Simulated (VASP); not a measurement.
Wanted: the native input for a VASP 6.6.1 run.

| Quantity | Value |
| --- | --- |
| Task | relaxation of cell and atoms |
| Functional | PBE |
| Potentials or basis | VASP PAW PBE potentials, release 64 (Pt) |
| Cutoff | 600 eV |
| k mesh | 16 × 16 × 16 |
| Occupations | methfessel-paxton, width 0.05 eV |
| Spin | no spin polarisation |
| Dipole correction | no |
| Further INCAR settings | ALGO = Normal; EDIFF = 1e-06; IBRION = 2; EDIFFG = -0.02; NSW = 80; ISIF = 3 |

The structure of Pt lies in POSCAR:

```
Pt
1.0
    2.6232789749      0.0000000000      0.0000000000
    0.0000000000      2.6232789749      0.0000000000
    0.0000000000      0.0000000000      2.6232789749
Pt
1
Direct
    0.0000000000      0.0000000000      0.0000000000
```

This isn't the form of Pt at room conditions, which is fcc.

These files were run (other wordings do the same):

INCAR

```
SYSTEM = Pt
PREC     = Accurate       ! precision mode
ENCUT    = 600            ! plane-wave cutoff, eV
EDIFF    = 1E-6           ! SCF threshold, eV
ISMEAR   = 1              ! smearing method
SIGMA    = 0.05           ! smearing width, eV
LREAL    = .FALSE.        ! projectors in reciprocal space
LASPH    = .TRUE.         ! aspherical terms in the spheres
NELM     = 80             ! most SCF steps
ALGO     = Normal         ! electronic algorithm
ISIF     = 3              ! what is computed and relaxed
LWAVE    = .FALSE.        ! write WAVECAR
LCHARG   = .FALSE.        ! write CHGCAR
GGA      = PE             ! functional
IBRION   = 2              ! ionic algorithm
NSW      = 80             ! ionic steps
EDIFFG   = -0.02          ! ionic threshold
```

KPOINTS

```
regular mesh
0
G
  16 16 16
  0 0 0
```

Potentials or basis: VASP PAW PBE potentials, release 64 (Pt).

Launch:

```bash
$ cat potpaw_PBE.64/Pt/POTCAR > POTCAR
$ mpirun -np 1 vasp_std > vasp.out
```

Results of the run:

The relaxed volume is 18.02 Å³/atom, the relaxed cell is a = 2.622 Å, b = 2.622 Å, c = 2.622 Å, α = 90.00°, β = 90.00°, γ = 90.00° and the space group after relaxing (to 0.1 Å) is Pm-3m (No. 221). The energy gained by relaxing is 0.0 meV/atom, the ionic steps are 3 and the pressure after relaxing is 0.0 GPa. The band gap on the k mesh is zero (bands 5 and 6 overlap by 3.10 eV).

Caveat: spin-orbit coupling is left out, which moves the levels of the heavy elements.

Run time: 24 s on 1 thread of Intel(R) Xeon(R) Platinum 8488C (Sapphire Rapids), on a shared host, peak memory 0.16 GiB.
